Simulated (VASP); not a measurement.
Os, 2 atoms in the cell. Symmetry: C2/m, No. 12, monoclinic system. Conventional cell: a = 4.736 Å, b = 2.734 Å, c = 4.320 Å, α = 90.00°, β = 90.00°, γ = 90.00°. Os (site symmetry m) has 12 Os at 2.35 to 2.95 Å within 3.1 Å.  This cell differs from its parent crystal: shortest bond scaled by 0.88.

```yaml
Program: VASP 6.6.1
Task: electric field gradients
Functional: r2SCAN
Potentials_or_basis: VASP PAW PBE potentials, release 64 (Os)
Cutoff: 520 eV
k_mesh: 13 × 13 × 7
Occupations: fermi-dirac, width 0.05 eV
Spin: no spin polarisation
Dipole_correction: no
Further_INCAR_settings: ALGO = Normal; EDIFF = 1e-08; NBANDS = 15
```

Potentials or basis: VASP PAW PBE potentials, release 64 (Os).

Command:

```bash
$ cat potpaw_PBE.64/Os/POTCAR > POTCAR
$ cp INCAR.step1 INCAR
$ mpirun -np 1 vasp_std > vasp.out
$ cp INCAR.step2 INCAR
$ mpirun -np 1 vasp_std > vasp.out
```

Hardware: 1 thread of Intel(R) Xeon(R) 6975P-C (Granite Rapids), on a shared host.

Q: How long does it take, and how much memory?

A: Wall time 2.9 min on 1 thread of Intel(R) Xeon(R) 6975P-C (Granite Rapids) (shared host), peak memory 0.23 GiB. Counts: k points 322.
